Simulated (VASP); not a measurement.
# KI (Fm-3m) in VASP: a series of runs, part 2 of 3

VASP 6.6.1. The steps go on from the part before.

### 3 Relaxation of cell and atoms, PBEsol, target pressure 5 GPa, at which the enthalpy is minimised

INCAR reads:

```
SYSTEM = KI
  ALGO = Normal
  EDIFF = 1E-7
  EDIFFG = -0.02
  ENCUT = 600
  GGA = PS
  IBRION = 2
  ISIF = 3
  ISMEAR = -1
  LASPH = .True.
  LCHARG = .False.
  LREAL = .False.
  LWAVE = .False.
  NELM = 60
  NSW = 80
  PREC = Accurate
  PSTRESS = 50.0
  SIGMA = 0.05
```

KPOINTS reads:

```
k-points
0
Gamma
  7 7 7
  0 0 0
```

POSCAR reads:

```
KI
1.0
    0.0000000000      3.5327750000      3.5327750000
    3.5327750000      0.0000000000      3.5327750000
    3.5327750000      3.5327750000      0.0000000000
I K
1 1
Direct
    0.5000000000      0.5000000000      0.5000000000
    0.0000000000      0.0000000000      0.0000000000
```

Potentials or basis: VASP PAW PBE potentials, release 64 (I, K_sv).

Command:

```sh
$ cat potpaw_PBE.64/I/POTCAR potpaw_PBE.64/K_sv/POTCAR > POTCAR
$ mpirun -np 1 vasp_std > vasp.out
```

OUTCAR:

```text
SYSTEM = KI
   EDIFF = 1E-7
   EDIFFG = -0.02
   ENCUT = 600
   GGA = PS
   IBRION = 2
   ISIF = 3
   ISMEAR = -1
   LASPH = .True.
   LREAL = .False.
   NELM = 60
   NSW = 80
   PREC = Accurate
   PSTRESS = 50.0

 ion  position               nearest neighbor table
   1  0.500  0.500  0.500-   2 3.53   2 3.53   2 3.53   2 3.53   2 3.53   2 3.53
   2  0.000  0.000  0.000-   1 3.53   1 3.53   1 3.53   1 3.53   1 3.53   1 3.53

  LATTYP: Found a face centered cubic cell.
 ALAT       =     7.0655500000

  Lattice vectors:

 A1 = (   0.0000000000,   3.5327750000,   3.5327750000)
 A2 = (   3.5327750000,   0.0000000000,   3.5327750000)
 A3 = (   3.5327750000,   3.5327750000,   0.0000000000)

Analysis of symmetry for initial positions (statically):
=====================================================================
 Subroutine PRICEL returns:
 Original cell was already a primitive cell.

 Routine SETGRP: Setting up the symmetry group for a
 face centered cubic supercell.

 Subroutine GETGRP returns: Found 48 space group operations
 (whereof 48 operations were pure point group operations)
 out of a pool of 48 trial point group operations.

[... 146 lines left out ...]

--------------------------------------- Ionic step        1  -------------------------------------------

 number of electron      15.9999999 magnetization

 Free energy of the ion-electron system (eV)
  ---------------------------------------------------
  ext. energy  EPLUGINS =         0.00000000
  ---------------------------------------------------
  free energy    TOTEN  =        -5.81461008 eV

  energy without entropy =       -5.81461008  energy(sigma->0) =       -5.81461008

------------------------ aborting loop because EDIFF is reached ----------------------------------------

  FORCE on cell =-STRESS in cart. coord.  units (eV):
  Direction    XX          YY          ZZ          XY          YZ          ZX
  --------------------------------------------------------------------------------------
  -------------------------------------------------------------------------------------
  Total       -0.1352095     -0.1352095     -0.1352095      0.0000000      0.0000000     -0.0000000
  in kB       -2.4566308     -2.4566308     -2.4566308      0.0000000      0.0000000     -0.0000000
  external PRESSURE =     -52.4566308 kB  Pullay stress =      50.0000000 kB
[... 63 lines left out ...]
--------------------------------------- Ionic step        3  -------------------------------------------

 number of electron      15.9999999 magnetization

 Free energy of the ion-electron system (eV)
  ---------------------------------------------------
  ext. energy  EPLUGINS =         0.00000000
  ---------------------------------------------------
  free energy    TOTEN  =        -5.60021112 eV

  energy without entropy =       -5.60021112  energy(sigma->0) =       -5.60021112

 E-fermi :   2.1403     XC(G=0):  -8.4000

 val. band max:        1.0335668665   @ k =   0.0000   0.0000   0.0000
 cond. band min:       5.3217598203   @ k =   0.4286   0.4286   0.0000
 fundamental gap:      4.2881929538
 Fermi energy:         2.1403282372

 k-point     1 :       0.0000    0.0000    0.0000
  band No.  band energies     occupation
      1     -26.9821      2.00000
      2     -10.5800      2.00000
      3     -10.5800      2.00000
      4     -10.5800      2.00000
      5      -9.9986      2.00000
      6       1.0336      2.00000
      7       1.0336      2.00000
      8       1.0336      2.00000
      9       5.4943      0.00000
     10       7.1976      0.00000
     11       7.1976      0.00000
     12       7.1976      0.00000
[... 316 lines left out ...]
  energy  without entropy=       -5.6002111194  energy(sigma->0) =       -5.60021112

  enthalpy is  TOTEN    =        -3.4568940257 eV   P V=        2.1433170937

 reached required accuracy - stopping structural energy minimisation
```

OSZICAR:

```text
N       E                     dE             d eps       ncg     rms          rms(c)
DAV:   1     0.101516478791E+03    0.10152E+03   -0.70282E+03   480   0.125E+03
DAV:   2     0.155333012656E+01   -0.99963E+02   -0.91181E+02   572   0.259E+02
DAV:   3    -0.550206198485E+01   -0.70554E+01   -0.69899E+01   632   0.624E+01
[... 30 lines left out ...]
DAV:   4    -0.560005874528E+01   -0.86284E-03   -0.21434E-03   616   0.533E-01    0.253E-01
DAV:   5    -0.560015953358E+01   -0.10079E-03   -0.19391E-03   764   0.246E-01    0.783E-02
DAV:   6    -0.560020807932E+01   -0.48546E-04   -0.48800E-05   836   0.454E-02    0.299E-02
DAV:   7    -0.560021106049E+01   -0.29812E-05   -0.43892E-06   576   0.217E-02    0.325E-03
DAV:   8    -0.560021111943E+01   -0.58948E-07   -0.39055E-07   744   0.478E-03
   3 F= -.34568940E+01 E0= -.34568940E+01  d E =-.394214E+00
```

CONTCAR:

```text
KI
   1.00000000000000
     0.0000000000000000    3.2503665254580643    3.2503665254580643
     3.2503665254580643    0.0000000000000000    3.2503665254580643
     3.2503665254580643    3.2503665254580643   -0.0000000000000000
  I               K
     1     1
Direct
     0.5000000000000000    0.5000000000000000    0.5000000000000000
     0.0000000000000000    0.0000000000000000    0.0000000000000000

  0.00000000E+00  0.00000000E+00  0.00000000E+00
  0.00000000E+00  0.00000000E+00  0.00000000E+00
```

Wall time 2.5 min (1 thread of Intel Xeon 8259CL, shared host); peak memory 0.25 GiB.

What came out:

| Quantity | Value |
| --- | --- |
| Free energy | -5.6002 eV |
| Relaxed volume | 34.34 Å³/atom |
| Relaxed cell | a = 4.597 Å, b = 4.597 Å, c = 4.597 Å, α = 60.00°, β = 60.00°, γ = 60.00° |
| Space group after relaxing (to 0.1 Å) | Fm-3m (No. 225) |
| Energy change on relaxing (the run minimises the enthalpy) | +107.2 meV/atom |
| Ionic steps | 3 |
| Pressure after relaxing | 4.9 GPa |
| Band gap on the k mesh | 4.29 eV (least direct gap 4.46 eV) |

The path:
```
step  energy change (eV)  largest force (eV/Å)  pressure (GPa)  volume (Å³)
   1              0.0000                0.0000           -0.25        88.18
   2              0.1507                0.0000            3.86        71.01
   3              0.2144                0.0000            4.91        68.68
```

Final structure:
```
CELL_PARAMETERS angstrom
0.00000 3.25037 3.25037
3.25037 0.00000 3.25037
3.25037 3.25037 0.00000
ATOMIC_POSITIONS crystal
I 0.50000 0.50000 0.50000
K 0.00000 0.00000 0.00000
```

Caveat: the cell is relaxed towards a set pressure, so the run minimises the enthalpy, not the energy; the volume moved by over 15 % at a fixed basis, so the end points are rough; the PAW data sets were made with another functional, which shifts forces and pressure a little; spin-orbit coupling is left out, which moves the levels of the heavy elements; an odd mesh through Γ misses points on the zone boundary, where band edges can lie.

### 4 Relaxation of cell and atoms, PBEsol, target pressure 10 GPa, at which the enthalpy is minimised

INCAR reads:

```
ALGO     = Normal         # electronic algorithm
EDIFF    = 1E-7           # SCF threshold, eV
EDIFFG   = -0.02          # ionic threshold
ENCUT    = 600            # plane-wave cutoff, eV
GGA      = PS             # functional
IBRION   = 2              # ionic algorithm
ISIF     = 3              # what is computed and relaxed
ISMEAR   = -1             # smearing method
LASPH    = True           # aspherical terms in the spheres
LCHARG   = False          # write CHGCAR
LREAL    = False          # projectors in reciprocal space
LWAVE    = False          # write WAVECAR
NELM     = 60             # most SCF steps
NSW      = 80             # ionic steps
PREC     = Accurate       # precision mode
PSTRESS  = 100.0        
SIGMA    = 0.05           # smearing width, eV
```

KPOINTS reads:

```
k-points
0
Gamma
  7 7 7
```

POSCAR is that of step 3.

Command:

```sh
$ cat potpaw_PBE.64/I/POTCAR potpaw_PBE.64/K_sv/POTCAR > POTCAR
$ mpirun -np 1 vasp_std > vasp.out
```

It took 2.2 min on 1 thread of Intel Xeon 8259CL, shared host; peak memory 0.26 GiB.

It converged, with:

```yaml
Free_energy: -5.2515 eV
Relaxed_volume: 30.48 Å³/atom
Relaxed_cell: a = 4.417 Å, b = 4.417 Å, c = 4.417 Å, α = 60.00°, β = 60.00°, γ = 60.00°
Space_group_after_relaxing_to_0.1_Å: Fm-3m (No. 225)
Energy_change_on_relaxing_the_run_minimises_the_enthalpy: +281.6 meV/atom
Ionic_steps: 3
Pressure_after_relaxing: 10.0 GPa
Band_gap_on_the_k_mesh: 3.88 eV (least direct gap 4.47 eV)
```

Step by step:
| step | energy change (eV) | largest force (eV/Å) | pressure (GPa) | volume (Å³) |
| --- | --- | --- | --- | --- |
| 1 | 0.0000 | 0.0000 | -0.25 | 88.18 |
| 2 | 0.8698 | 0.0000 | 14.26 | 56.87 |
| 3 | 0.5631 | 0.0000 | 10.04 | 60.95 |

Final structure:
```
I K
1.0
     0.00000    3.12358    3.12358
     3.12358    0.00000    3.12358
     3.12358    3.12358    0.00000
I K
1 1
Direct
  0.50000 0.50000 0.50000
  0.00000 0.00000 0.00000
```

Levels at points of the mesh, in eV from the valence-band top:
| k point | band 4 | band 5 | band 6 | band 7 | band 8 | band 9 | band 10 | band 11 | band 12 |
| --- | --- | --- | --- | --- | --- | --- | --- | --- | --- |
| (0.00, 0.00, 0.00) | -11.60 | -11.37 | 0.00 | 0.00 | 0.00 | 4.87 | 5.93 | 5.93 | 5.93 |

Caveat: the cell is relaxed towards a set pressure, so the run minimises the enthalpy, not the energy; the volume moved by over 15 % at a fixed basis, so the end points are rough; the PAW data sets were made with another functional, which shifts forces and pressure a little; spin-orbit coupling is left out, which moves the levels of the heavy elements; an odd mesh through Γ misses points on the zone boundary, where band edges can lie.

### 5 Relaxation of cell and atoms, PBEsol, target pressure 20 GPa, at which the enthalpy is minimised

INCAR reads:

```
  PREC = Accurate
  ENCUT = 600
  EDIFF = 1E-7
  ISMEAR = -1
  SIGMA = 0.05
  LREAL = F
  LASPH = T
  NELM = 80
  ALGO = Normal
  ISIF = 3
  LWAVE = F
  LCHARG = F
  GGA = PS
  IBRION = 2
  NSW = 80
  EDIFFG = -0.02
  PSTRESS = 200.0
```

KPOINTS reads:

```
Automatic mesh
0
Gamma
  7 7 7
```

POSCAR is that of step 4.

Command:

```sh
$ cat potpaw_PBE.64/I/POTCAR potpaw_PBE.64/K_sv/POTCAR > POTCAR
$ mpirun -np 1 vasp_std > vasp.out
```

Wall time 3.8 min (1 thread of Intel Xeon 8259CL, shared host); peak memory 0.27 GiB.

It converged, with:

```yaml
Free_energy: -4.5189 eV
Relaxed_volume: 26.43 Å³/atom
Relaxed_cell: a = 4.212 Å, b = 4.212 Å, c = 4.212 Å, α = 60.00°, β = 60.00°, γ = 60.00°
Space_group_after_relaxing_to_0.1_Å: Fm-3m (No. 225)
Energy_change_on_relaxing_the_run_minimises_the_enthalpy: +647.8 meV/atom
Ionic_steps: 5
Pressure_after_relaxing: 20.0 GPa
Band_gap_on_the_k_mesh: 3.26 eV (least direct gap 3.94 eV)
```

The path:
```
step  energy change (eV)  largest force (eV/Å)  pressure (GPa)  volume (Å³)
   1              0.0000                0.0000           -0.25        88.18
   2              6.8878                0.0000           98.99        34.48
   3              1.0356                0.0000           16.51        55.14
   4              1.2082                0.0000           18.84        53.57
   5              1.2957                0.0000           20.02        52.85
```

Final structure:
```cif
data_structure
_symmetry_space_group_name_H-M 'P 1'
_symmetry_Int_Tables_number 1
_cell_length_a 4.2124
_cell_length_b 4.2124
_cell_length_c 4.2124
_cell_angle_alpha 60.000
_cell_angle_beta 60.000
_cell_angle_gamma 60.000
_cell_volume 52.85
loop_
_atom_site_label
_atom_site_type_symbol
_atom_site_fract_x
_atom_site_fract_y
_atom_site_fract_z
_atom_site_occupancy
I1 I 0.50000 0.50000 0.50000 1
K1 K 0.00000 0.00000 0.00000 1
```

Levels at points of the mesh, in eV from the valence-band top:
```csv
k point,band 4,band 5,band 6,band 7,band 8,band 9,band 10,band 11,band 12
"(0.00, 0.00, 0.00)",-11.71,-11.71,0.00,0.00,0.00,5.47,5.54,5.54,5.54
```

Caveat: the cell is relaxed towards a set pressure, so the run minimises the enthalpy, not the energy; the volume moved by over 15 % at a fixed basis, so the end points are rough; the PAW data sets were made with another functional, which shifts forces and pressure a little; spin-orbit coupling is left out, which moves the levels of the heavy elements; an odd mesh through Γ misses points on the zone boundary, where band edges can lie.

[end of part 2 of 3]
